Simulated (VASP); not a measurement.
A run of VASP 6.6.1:

The input INCAR:

```
  PREC = Accurate
  ENCUT = 600
  EDIFF = 1E-7
  ISMEAR = 0
  SIGMA = 0.1
  LREAL = False
  LASPH = True
  NELM = 100
  ALGO = Normal
  ISIF = 3
  LWAVE = False
  LCHARG = False
  GGA = PS
  IBRION = 2
  NSW = 100
  EDIFFG = -0.005
```

File KPOINTS:

```
regular mesh
0
Gamma
  16 16 16
```

The input POSCAR:

```
Sn
1.0
   -2.9196440750      2.9196440750      1.5938000000
    2.9196440750     -2.9196440750      1.5938000000
    2.9196440750      2.9196440750     -1.5938000000
Sn
2
Direct
    0.0000000000      0.0000000000      0.0000000000
    0.7500000000      0.2500000000      0.5000000000
```

Potentials or basis: VASP PAW PBE potentials, release 64 (Sn_d).

Launch:

```bash
$ cat potpaw_PBE.64/Sn_d/POTCAR > POTCAR
$ mpirun -np 1 vasp_std > vasp.out
```

Hardware: 1 thread of Intel(R) Xeon(R) Platinum 8488C (Sapphire Rapids) (shared host).

Q: How long does it take, and how much memory?

A: It took 11 min on 1 thread of Intel(R) Xeon(R) Platinum 8488C (Sapphire Rapids), on a shared host, peak memory 0.49 GiB. Counts: scf iterations 40, k points 349, ion steps 5.
